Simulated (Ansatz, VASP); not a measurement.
# One calculation of NbSb, two programs

INCAR

```
PREC = Accurate ; ENCUT = 520
EDIFF = 1E-7 ; ISMEAR = 0
SIGMA = 0.1 ; LREAL = F
LASPH = T ; NELM = 150
ALGO = Normal ; ISIF = 2
LWAVE = F ; LCHARG = F
ISPIN = 2 ; MAGMOM = 1 1 0 0
LORBIT = 11 ; LMAXMIX = 4
GGA = PE ; NBANDS = 30
```

File KPOINTS:

```
regular mesh
0
Gamma
  6 6 4
```

The input POSCAR:

```
NbSb
1.0
    3.5910358000      0.0000000000      0.0000000000
    0.0000000000      3.5910358000      0.0000000000
    0.0000000000      0.0000000000      6.5124536000
Nb Sb
2 2
Direct
    0.5000000000      0.0000000000      0.8698770000
    0.0000000000      0.5000000000      0.1301230000
    0.5000000000      0.0000000000      0.3293070000
    0.0000000000      0.5000000000      0.6706930000
```

Input for Ansatz:

```yaml
crystal:
  lattice:
    - [3.5910358, 0.0, 0.0]
    - [0.0, 3.5910358, 0.0]
    - [0.0, 0.0, 6.5124536]
  atoms:
    - { symbol: Nb, position: [0.5, 0.0, 0.869877], spin: 1.0 }
    - { symbol: Nb, position: [0.0, 0.5, 0.130123], spin: 1.0 }
    - { symbol: Sb, position: [0.5, 0.0, 0.329307] }
    - { symbol: Sb, position: [0.0, 0.5, 0.670693] }
basis:
  ecutwfc: 420
kpoints:
  mp_grid: { grid: [6, 6, 4] }
hamiltonian:
  xc: pbe
scf:
  occupations: { method: gaussian, width: 0.1 }
  lower_state_search: "off"
output:
  forces: true
  stress: true
  eigenvalues: true
  populations: true
magnetization:
  spin_polarized: true
```

Alike in both runs: task single point; functional PBE; k mesh 6 × 6 × 4; occupations gaussian, width 0.1 eV; collinear spin.

|  | VASP | Ansatz |
| --- | --- | --- |
| version | VASP 6.6.1 | Ansatz 0.2.0 |
| potentials or method | VASP PAW PBE potentials, release 64 (Nb_sv, Sb), cutoff 520 eV | scalar-relativistic, plane waves, PAW |
| valence electrons in the cell | 36 | 56 |

Ansatz gave:

| Item | Value |
| --- | --- |
| gap on the k mesh at the Fermi level (eV) | none |
| pressure (GPa) | 0.1 |
| rms of the force components (eV/Å) | 0.028 |
| net moment per atom (μB) | 0.00 |

What did VASP give for the same quantities?

gap on the k mesh at the Fermi level (eV): none; pressure (GPa): -0.2; rms of the force components (eV/Å): 0.027; net moment per atom (μB): 0.00.

Atom by atom the forces differ by 0.002 eV/Å (rms over components). A gap of «none» marks a metal or a gap that the smearing closes. VASP's potentials hold 36 valence electrons a cell and Ansatz's 56, so a difference there can come from the potentials and not from the codes. Ansatz's warnings: seeded moment not kept.

Neither program's run includes spin-orbit coupling.
